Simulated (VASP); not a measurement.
Set up this calculation in VASP 6.6.1, as the native input.

- Task: single point
- Functional: PBEsol
- Potentials or basis: VASP PAW PBE potentials, release 64 (In_d, Sb, As)
- Cutoff: 500 eV
- k mesh: 4 × 4 × 4
- Occupations: gaussian, width 0.1 eV
- Spin: no spin polarisation
- Dipole correction: no
- Further INCAR settings: ALGO = Normal; EDIFF = 1e-06; NBANDS = 86

The structure of In8SbAs7 lies in POSCAR:

```
In8SbAs7
1.0
   -6.0912750000      0.0000000000      6.0912750000
   -6.0912750000     -6.0912750000      0.0000000000
    0.0000000000     -6.0912750000      6.0912750000
In Sb As
8 1 7
Direct
    0.0000000000      0.5000000000      0.0000000000
    0.0000000000      0.0000000000      0.0000000000
    0.0000000000      0.5000000000      0.5000000000
    0.0000000000      0.0000000000      0.5000000000
    0.5000000000      0.5000000000      0.0000000000
    0.5000000000      0.0000000000      0.0000000000
    0.5000000000      0.5000000000      0.5000000000
    0.5000000000      0.0000000000      0.5000000000
    0.1250000000      0.1250000000      0.1250000000
    0.1250000000      0.6250000000      0.1250000000
    0.1250000000      0.1250000000      0.6250000000
    0.1250000000      0.6250000000      0.6250000000
    0.6250000000      0.1250000000      0.1250000000
    0.6250000000      0.6250000000      0.1250000000
    0.6250000000      0.1250000000      0.6250000000
    0.6250000000      0.6250000000      0.6250000000
```

These files were run (other wordings do the same):

INCAR

```
PREC = Accurate
ENCUT = 500
EDIFF = 1E-6
ISMEAR = 0
SIGMA = 0.1
LREAL = False
LASPH = True
NELM = 120
ALGO = Normal
ISIF = 2
LWAVE = False
LCHARG = False
GGA = PS
NBANDS = 86
GGA_COMPAT = False
```

KPOINTS

```
Automatic mesh
0
Gamma
  4 4 4
```

Potentials or basis: VASP PAW PBE potentials, release 64 (In_d, Sb, As).

The run is started by

```console
$ cat potpaw_PBE.64/In_d/POTCAR potpaw_PBE.64/Sb/POTCAR potpaw_PBE.64/As/POTCAR > POTCAR
$ mpirun -np 1 vasp_std > vasp.out
```

It gave:

```yaml
Pressure: 1.7 GPa
Band_gap_on_the_k_mesh: zero (filled and empty bands touch)
```

Caveat: semilocal functionals underestimate gaps, and a narrow one can read as zero; the PAW data sets were made with another functional, which shifts forces and pressure a little; spin-orbit coupling is left out, which moves the levels of the heavy elements.

It took 12 min on 1 thread of Oxide Virtual Turin-like Processor (shared host), peak memory 0.68 GiB.
